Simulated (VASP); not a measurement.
Set up this calculation in VASP 6.6.1, as the native input.

* Task: single point
* Functional: PBEsol
* Potentials or basis: VASP PAW PBE potentials, release 64 (Mo_sv)
* Cutoff: 520 eV
* k mesh: 18 × 18 × 18
* Occupations: gaussian, width 0.15 eV
* Spin: no spin polarisation
* Dipole correction: no
* Further INCAR settings: ALGO = Normal; EDIFF = 1e-07; NBANDS = 13

The structure of Mo lies in POSCAR:

```
Mo
1.0
    2.8175757091      0.0000000000      0.0000000000
   -1.4087878546      2.4400921412      0.0000000000
    0.0000000000      0.0000000000      2.4785252790
Mo
1
Direct
    0.0000000000      0.0000000000      0.5000000000
```

This cell differs from its parent crystal: strain +0.030 along x and y, -0.030 along z.

One way to write it, as run:

INCAR

```
SYSTEM = Mo
PREC = Accurate ; ENCUT = 520
EDIFF = 1E-7 ; ISMEAR = 0
SIGMA = 0.15 ; LREAL = .FALSE.
LASPH = .TRUE. ; NELM = 100
ALGO = Normal ; ISIF = 2
LWAVE = .FALSE. ; LCHARG = .FALSE.
GGA = PS ; NBANDS = 13
```

KPOINTS

```
regular mesh
0
G
  18 18 18
  0 0 0
```

Potentials or basis: VASP PAW PBE potentials, release 64 (Mo_sv).

Command:

```sh
$ cat potpaw_PBE.64/Mo_sv/POTCAR > POTCAR
$ mpirun -np 1 vasp_std > vasp.out
```

It gave:

- Pressure: -8.5 GPa
- Band gap on the k mesh: zero (band 7 reaches 11.68 eV, above the bottom of band 8 at 10.02 eV)

Caveat: the cell differs from its parent crystal (strain +0.030 along x and y, -0.030 along z); the PAW data sets were made with another functional, which shifts forces and pressure a little.

It took 35 s on 1 thread of AMD EPYC 9R45 96-Core Processor (Zen 5), with other jobs on the host, peak memory 0.16 GiB.
